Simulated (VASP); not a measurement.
Crystal: Co.

```xyz
4
Lattice="2.4706 0.0000 0.0000 -1.2353 2.1396 0.0000 0.0000 0.0000 8.0882" Properties=species:S:1:pos:R:3 pbc="T T T"
Co    1.2353    0.7132    6.0662
Co    0.0000    0.0000    4.0441
Co    0.0000    1.4264    2.0221
Co    0.0000    0.0000    0.0000
```

* Program: VASP 6.6.1
* Task: relaxation of cell and atoms
* Functional: RPBE
* Dispersion: D3(BJ)
* Potentials or basis: VASP PAW PBE potentials, release 64 (Co)
* Cutoff: 600 eV
* k mesh: 12 × 12 × 4
* Occupations: fermi-dirac, width 0.05 eV
* Spin: collinear spin, ferromagnetic start
* Starting moments: [2.0, 2.0, 2.0, 2.0] μB

At the start: pressure -21.2 GPa; volume 10.69 Å³/atom.

Problem. How do energy, volume and symmetry change on relaxing?

Solution. Over 10 steps the energy falls by 71.8 meV/atom and the volume is 9.71 Å³/atom (-9.2 %); space group P6_3/mmc (No. 194, to 0.1 Å) before and after; moment 6.15 μB per cell.

The path:
```
step  energy change (eV)  largest force (eV/Å)  pressure (GPa)  volume (Å³)
   1              0.0000                0.0000          -21.19        42.75
   2              0.2208                0.0000           42.42        34.59
   3             -0.2863                0.0000           -0.87        38.94
   4             -0.2867                0.0000           -0.06        38.84
   5             -0.2866                0.0000            0.47        38.76
   6             -0.2869                0.0000           -0.53        38.90
   7             -0.2870                0.0000           -0.17        38.85
   8             -0.2870                0.0000           -0.20        38.86
   9             -0.2870                0.0000            0.12        38.81
  10             -0.2870                0.0000            0.02        38.83
```

Final structure:
```xyz
4
Lattice="2.3998 0.0000 0.0000 -1.1999 2.0783 0.0000 0.0000 0.0000 7.7849" Properties=species:S:1:pos:R:3 pbc="T T T"
Co    1.1999    0.6928    5.8387
Co    0.0000    0.0000    3.8925
Co    0.0000    1.3855    1.9462
Co    0.0000    0.0000    0.0000
```

Caveat: the dispersion term is far too large for a dense solid, which distorts pressure and volume; the PAW data sets were made with another functional, which shifts forces and pressure a little.
